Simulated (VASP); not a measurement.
## Na: single point with r2SCAN

Crystal: Na.

```
Na
1.0
     3.76404    0.00000    0.00000
    -1.88202    3.25976    0.00000
     0.00000    0.00000   12.29336
Na
4
Direct
  0.00000 0.00000 0.00000
  0.00000 0.00000 0.50000
  0.33333 0.66667 0.25000
  0.66667 0.33333 0.75000
```

```json
{
  "Program": "VASP 6.6.1",
  "Task": "single point",
  "Functional": "r2SCAN",
  "Potentials or basis": "VASP PAW PBE potentials, release 64 (Na_pv)",
  "Cutoff": "520 eV",
  "k mesh": "13 × 13 × 4",
  "Occupations": "fermi-dirac, width 0.1 eV",
  "Spin": "no spin polarisation"
}
```

| Quantity | Value |
| --- | --- |
| Pressure | 0.1 GPa |
| Band gap on the k mesh | zero (band 14 reaches 1.90 eV, above the bottom of band 15 at -2.07 eV) |

Levels at points of the mesh, in eV from the Fermi level:
```csv
k point,band 10,band 11,band 12,band 13,band 14,band 15,band 16,band 17,band 18,band 19
"(0.00, 0.00, 0.00)",-26.03,-26.03,-26.03,-3.46,-2.37,-2.37,0.49,1.15,5.87,5.88
"(0.00, 0.00, 0.50)",-26.03,-26.03,-26.03,-3.19,-3.19,-1.04,-1.04,3.15,3.15,8.96
```

Run time: 15 min on 1 thread of Oxide Virtual Turin-like Processor, with other jobs on the host, peak memory 0.33 GiB.

Caveat: the PAW data sets were made with another functional, which shifts forces and pressure a little.
